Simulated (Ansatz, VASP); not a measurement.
**P: VASP beside Ansatz**

```xyz
4
Lattice="5.7501 0.0000 0.0000 0.0000 5.7501 0.0000 0.0000 0.0000 2.4032" Properties=species:S:1:pos:R:3 pbc="T T T"
P     4.0286    0.0000    0.0000
P     1.7215    0.0000    0.0000
P     0.0000    4.0286    0.0000
P     0.0000    1.7215    0.0000
```

Alike in both runs: task single point; functional PBE; k mesh 8 × 8 × 20; occupations gaussian, width 0.1 eV; no spin polarisation.

|  | VASP | Ansatz |
| --- | --- | --- |
| version | VASP 6.6.1 | Ansatz 0.2.0 |
| potentials or method | VASP PAW PBE potentials, release 64 (P), cutoff 520 eV | scalar-relativistic, plane waves, PAW |
| valence electrons in the cell | 20 | 20 |

|  | VASP | Ansatz | Ansatz less VASP |
| --- | --- | --- | --- |
| gap on the k mesh at the Fermi level (eV) | none | none | - |
| pressure (GPa) | -0.2 | 0.0 | +0.19 |

A gap of «none» marks a metal or a gap that the smearing closes.
